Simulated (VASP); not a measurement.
# Sr2IN in VASP: a series of runs, part 2 of 2

VASP 6.6.1.

## (4) Single point, PBE

INCAR

```
SYSTEM = Sr2IN
PREC = Accurate
ENCUT = 520
EDIFF = 1E-6
ISMEAR = 1
SIGMA = 0.15
LREAL = .FALSE.
LASPH = .TRUE.
NELM = 80
ALGO = Normal
ISIF = 2
LWAVE = .FALSE.
LCHARG = .FALSE.
GGA = PE
NBANDS = 42
```

KPOINTS

```
Automatic mesh
0
G
  3 3 2
  0 0 0
```

POSCAR

```
Sr2IN
1.0
    6.3257350000     -0.8384520000      0.4570830000
    0.9200580000      5.3077400000     -0.9441150000
   -1.5130560000     -0.2023970000      7.1126410000
I Sr N
2 4 2
Direct
    0.0431815122      0.0460467661      0.4674952535
    0.2114739651      0.3291711087      0.1461775207
    0.8773475175      0.7602976773      0.0460709048
    0.2873741335      0.6998389042      0.8170206504
    0.6875515921      0.1682768484      0.7634883516
    0.6461051904      0.5567983199      0.3809766228
    0.6696532937      0.3812128060      0.0710549839
    0.1423746856      0.1141011879      0.8018898458
```

Potentials or basis: VASP PAW PBE potentials, release 64 (I, Sr_sv, N).

Launch:

```console
$ cat potpaw_PBE.64/I/POTCAR potpaw_PBE.64/Sr_sv/POTCAR potpaw_PBE.64/N/POTCAR > POTCAR
$ mpirun -np 1 vasp_std > vasp.out
```

OUTCAR:

```text
SYSTEM = Sr2IN
   PREC = Accurate
   ENCUT = 520
   EDIFF = 1E-6
   ISMEAR = 1
   LREAL = .FALSE.
   LASPH = .TRUE.
   NELM = 80
   ISIF = 2
   GGA = PE

 ion  position               nearest neighbor table
   1  0.043  0.046  0.467-   8 2.38   3 3.16   5 3.29   2 3.38   6 3.63   4 3.67   6 3.83   4 4.09

   2  0.211  0.329  0.146-   8 2.50   6 3.19   3 3.28   1 3.38   4 3.56   3 3.70   4 3.77   5 4.04
                             6 4.24   5 4.33
   3  0.877  0.760  0.046-   7 2.55   1 3.16   4 3.26   2 3.28   6 3.41   5 3.46   5 3.56   2 3.70
                             4 3.91   6 4.75   6 4.78
   4  0.287  0.700  0.817-   8 2.45   3 3.26   8 3.33   2 3.56   1 3.67   2 3.77   5 3.79   5 3.81
                             3 3.91   6 4.08   1 4.09   5 4.58   6 4.65   5 4.80   6 4.81
   5  0.688  0.168  0.763-   7 2.29   8 2.90   1 3.29   3 3.46   3 3.56   4 3.79   4 3.81   6 3.82
                             6 3.85   2 4.04   2 4.33   6 4.54   4 4.58   4 4.80
   6  0.646  0.557  0.381-   7 2.26   2 3.19   3 3.41   1 3.63   5 3.82   1 3.83   5 3.85   4 4.08
                             2 4.24   5 4.54   4 4.65   3 4.75   3 4.78   4 4.81
   7  0.670  0.381  0.071-   6 2.26   5 2.29   3 2.55
   8  0.142  0.114  0.802-   1 2.38   4 2.45   2 2.50   5 2.90   4 3.33
[... 195 lines left out ...]
      1     -32.4049      2.00000
      2     -32.2350      2.00000
      3     -31.7628      2.00000
      4     -31.3661      2.00000
      5     -14.8537      2.00000
      6     -14.5484      2.00000
[... 439 lines left out ...]
     41       6.7714     -0.00000
     42       7.0518      0.00000

------------------------ aborting loop because EDIFF is reached ----------------------------------------

  FORCE on cell =-STRESS in cart. coord.  units (eV):
  Direction    XX          YY          ZZ          XY          YZ          ZX
  --------------------------------------------------------------------------------------
  -------------------------------------------------------------------------------------
  Total        5.9980031     -2.8353572     10.7700547     -1.0567314      1.2080015     -4.0132877
  in kB       39.1479562    -18.5058989     70.2943335     -6.8971079      7.8844224    -26.1940534
  external PRESSURE =      30.3121303 kB  Pullay stress =       0.0000000 kB

 VOLUME and BASIS-vectors are now :
 -----------------------------------------------------------------------------
  energy-cutoff  :      520.00
  volume of cell :      245.48
      direct lattice vectors                 reciprocal lattice vectors
     6.325735000 -0.838452000  0.457083000     0.153013076 -0.020839323  0.031957122
     0.920058000  5.307740000 -0.944115000     0.023917236  0.186105221  0.010383661
    -1.513056000 -0.202397000  7.112641000    -0.006658434  0.026042370  0.139919379

 POSITION                                       TOTAL-FORCE (eV/Angst)
 -----------------------------------------------------------------------------------
     -0.39183      0.11358      3.30139        -0.140934     -0.373043      0.430170
      1.41941      1.54026      0.82559        -0.047120      0.103052     -0.138633
      6.17968      3.29052      0.01090        -0.689227     -0.164202      0.106686
      1.22555      3.30825      5.28180         0.151030     -0.790823     -0.082931
      3.34889      0.16216      5.58581         0.118267      0.176362     -0.038096
      4.02294      2.33650      2.47939         0.021916     -0.404787      0.086325
      4.47928      1.44752      0.45157         1.025997      0.924096     -0.504591
     -0.20770      0.32395      5.66091        -0.439929      0.529345      0.141071
 -----------------------------------------------------------------------------------
    total drift:                               -0.000023     -0.000521      0.000190

  FREE ENERGIE OF THE ION-ELECTRON SYSTEM (eV)
  ---------------------------------------------------
  free  energy   TOTEN  =       -26.4255024481 eV

  energy  without entropy=      -26.4255683834  energy(sigma->0) =      -26.42552443
```

OSZICAR:

```text
N       E                     dE             d eps       ncg     rms          rms(c)
DAV:   1     0.435814037619E+03    0.43581E+03   -0.29662E+04   840   0.135E+03
DAV:   2     0.993381764592E+01   -0.42588E+03   -0.40775E+03  1030   0.306E+02
DAV:   3    -0.343522191947E+02   -0.44286E+02   -0.43575E+02  1256   0.811E+01
DAV:   4    -0.364412160283E+02   -0.20890E+01   -0.20759E+01  1280   0.179E+01
DAV:   5    -0.365507922157E+02   -0.10958E+00   -0.10955E+00  1288   0.323E+00    0.378E+01
DAV:   6    -0.281034588274E+02    0.84473E+01   -0.66179E+01  1208   0.317E+01    0.341E+01
DAV:   7    -0.267525537553E+02    0.13509E+01   -0.10193E+01  1080   0.122E+01    0.183E+01
DAV:   8    -0.265180515232E+02    0.23450E+00   -0.22972E+00  1032   0.686E+00    0.357E+00
DAV:   9    -0.265147266635E+02    0.33249E-02   -0.99045E-01  1208   0.419E+00    0.302E+00
DAV:  10    -0.264194601948E+02    0.95266E-01   -0.35087E-01  1224   0.224E+00    0.126E+00
DAV:  11    -0.264249932990E+02   -0.55331E-02   -0.55495E-02  1016   0.848E-01    0.486E-01
DAV:  12    -0.264249604746E+02    0.32824E-04   -0.75128E-03  1168   0.378E-01    0.190E-01
DAV:  13    -0.264253839350E+02   -0.42346E-03   -0.21815E-03  1168   0.166E-01    0.787E-02
DAV:  14    -0.264254573251E+02   -0.73390E-04   -0.20784E-04  1112   0.647E-02    0.418E-02
DAV:  15    -0.264254919003E+02   -0.34575E-04   -0.99899E-05  1128   0.398E-02    0.204E-02
DAV:  16    -0.264255031052E+02   -0.11205E-04   -0.31603E-05  1056   0.207E-02    0.158E-02
DAV:  17    -0.264255022152E+02    0.88999E-06   -0.12652E-05   920   0.114E-02    0.377E-03
DAV:  18    -0.264255024481E+02   -0.23288E-06   -0.12762E-06   680   0.457E-03
   1 F= -.26425502E+02 E0= -.26425524E+02  d E =0.659353E-04
```

stdout:

```text
POSCAR found type information on POSCAR I SrN
 POSCAR found :  3 types and       8 ions
 scaLAPACK will be used
 LDA part: xc-table for (Slater+PW92), standard interpolation
 POSCAR, INCAR and KPOINTS ok, starting setup
 FFT: planning ... GRIDC
 FFT: planning ... GRID_SOFT
 FFT: planning ... GRID
 WAVECAR not read
 entering main loop
```

Wall time 3.4 min (1 thread of Oxide Virtual Turin-like, shared host); peak memory 0.33 GiB.

What came out:

* Free energy: -26.4255 eV
* Pressure: 3.0 GPa
* Largest force: 1.470 eV/Å
* Band gap on the k mesh: 0.04 eV (least direct gap 0.12 eV)

Forces in eV/Å, atoms in the order of the input:
```
I   -0.141 -0.373  0.430
I   -0.047  0.103 -0.139
Sr  -0.689 -0.164  0.107
Sr   0.151 -0.791 -0.083
Sr   0.118  0.176 -0.038
Sr   0.022 -0.405  0.086
N    1.026  0.924 -0.505
N   -0.440  0.529  0.141
```

Caveat: the k points lie up to 0.45 Å⁻¹ apart; the smearing spreads over this small gap; semilocal functionals underestimate gaps, and a narrow one can read as zero; spin-orbit coupling is left out, which moves the levels of the heavy elements.

## (5) The runs side by side

```tsv
cell	gap on the mesh (eV)	pressure (GPa)	largest force (eV/Å)
as given, atomic positions A	none	0.8	2.24
as given, atomic positions B	none	1.3	1.69
as given, atomic positions C	0.04	3.0	1.47
```

Alike in all rows: task single point; level PBE; potentials or basis VASP PAW PBE potentials, release 64 (I, Sr_sv, N); no spin polarisation; k mesh 3 × 3 × 2; cutoff (eV) 520; smearing methfessel-paxton 0.15 eV.

Caveats: all runs use coarse meshes; spin-orbit coupling is left out, which moves the levels of the heavy elements; the smearing spreads over this small gap (at least some runs); semilocal functionals underestimate gaps, and a narrow one can read as zero (at least some runs).

Total energies depend on the potentials used, so only differences within one code and one set of settings carry meaning.
